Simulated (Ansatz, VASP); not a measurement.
Ca in VASP and in Ansatz

File INCAR:

```
  PREC = Accurate
  ENCUT = 520
  EDIFF = 1E-6
  ISMEAR = 0
  SIGMA = 0.15
  LREAL = False
  LASPH = True
  NELM = 60
  ALGO = Normal
  ISIF = 2
  LWAVE = False
  LCHARG = False
  GGA = PE
  NBANDS = 11
```

File KPOINTS:

```
Automatic mesh
0
Gamma
  14 14 14
```

Contents of POSCAR:

```
Ca
1.0
    0.0000000000      2.8361130000      2.7942000000
    2.8361130000      0.0000000000      2.7942000000
    2.8361130000      2.8361130000      0.0000000000
Ca
1
Direct
    0.0000000000      0.0000000000      0.0000000000
```

Input for Ansatz:

```yaml
crystal:
  lattice:
    - [0.0, 2.836113, 2.7942]
    - [2.836113, 0.0, 2.7942]
    - [2.836113, 2.836113, 0.0]
  atoms:
    - { symbol: Ca, position: [0.0, 0.0, 0.0] }
basis:
  ecutwfc: 420
kpoints:
  mp_grid: { grid: [14, 14, 14] }
hamiltonian:
  xc: pbe
scf:
  occupations: { method: gaussian, width: 0.15 }
output:
  forces: true
  stress: true
  eigenvalues: true
```

Change from the starting cell: strain +0.015 along x and y, +0.000 along z, atoms carried along.

Alike in both runs: task single point; functional PBE; k mesh 14 × 14 × 14; occupations gaussian, width 0.15 eV; no spin polarisation.

|  | VASP | Ansatz |
| --- | --- | --- |
| version | VASP 6.6.1 | Ansatz 0.2.0 |
| potentials or method | VASP PAW PBE potentials, release 64 (Ca_sv), cutoff 520 eV | scalar-relativistic, plane waves, PAW |
| valence electrons in the cell | 10 | 10 |

|  | VASP | Ansatz | Ansatz less VASP |
| --- | --- | --- | --- |
| gap on the k mesh at the Fermi level (eV) | none | none | - |
| pressure (GPa) | -1.0 | -1.0 | 0.00 |
| traceless stress, the component that is largest in VASP (GPa) | 0.07 | 0.07 | 0.000 |

A gap of «none» marks a metal or a gap that the smearing closes.
